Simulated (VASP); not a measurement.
Set up this calculation in VASP 6.6.1, as the native input.

```
Task                   : single point
Functional             : PBE
Potentials or basis    : VASP PAW PBE potentials, release 64 (Co)
Cutoff                 : 520 eV
k mesh                 : 10 × 10 × 6
Occupations            : fermi-dirac, width 0.05 eV
Spin                   : collinear spin, ferromagnetic start
Starting moments       : [2.0, 2.0] μB
Fixed moment           : 4 μB
Dipole correction      : no
Further INCAR settings : ALGO = Normal; EDIFF = 1e-07; NBANDS = 20
```

The structure of Co lies in POSCAR:

```
Co
1.0
    2.4719999032      0.0000000000      0.0000000000
   -1.2359999516      2.1408147143      0.0000000000
    0.0000000000      0.0000000000      4.0211440800
Co
2
Direct
    0.6666666667      0.3333333333      0.7500000000
    0.3333333333      0.6666666667      0.2500000000
```

The input as run:

INCAR

```
SYSTEM = Co
PREC     = Accurate       ! precision mode
ENCUT    = 520            ! plane-wave cutoff, eV
EDIFF    = 1E-7           ! SCF threshold, eV
ISMEAR   = -1             ! smearing method
SIGMA    = 0.05           ! smearing width, eV
LREAL    = .FALSE.        ! projectors in reciprocal space
LASPH    = .TRUE.         ! aspherical terms in the spheres
NELM     = 150            ! most SCF steps
ALGO     = Normal         ! electronic algorithm
ISIF     = 2              ! what is computed and relaxed
LWAVE    = .FALSE.        ! write WAVECAR
LCHARG   = .TRUE.         ! write CHGCAR
ISPIN    = 2              ! spin polarisation
MAGMOM   = 2 2            ! initial moments
LORBIT   = 11             ! projections on sites
NUPDOWN  = 4.0            ! fixed moment
LMAXMIX  = 4              ! l up to which the mixer works
GGA      = PE             ! functional
LELF     = .TRUE.         ! ELF
LVHAR    = .TRUE.       
NBANDS   = 20             ! bands
```

KPOINTS

```
Automatic mesh
0
G
  10 10 6
  0 0 0
```

Potentials or basis: VASP PAW PBE potentials, release 64 (Co).

The run is started by

```sh
$ cat potpaw_PBE.64/Co/POTCAR > POTCAR
$ mpirun -np 1 vasp_std > vasp.out
```

Results of the run:

```
Pressure                                              : 12.6 GPa
Net moment                                            : 4.00 μB per cell
Site moments                                          : Co +1.99 μB
Valence electrons inside the program's atomic spheres : Co 8.30
```

Caveat: the cell stands under pressure; the total moment is fixed, so each spin has its own Fermi level.

Wall time 45 s on 1 thread of Intel(R) Xeon(R) Platinum 8488C (Sapphire Rapids) (shared host), peak memory 0.15 GiB.
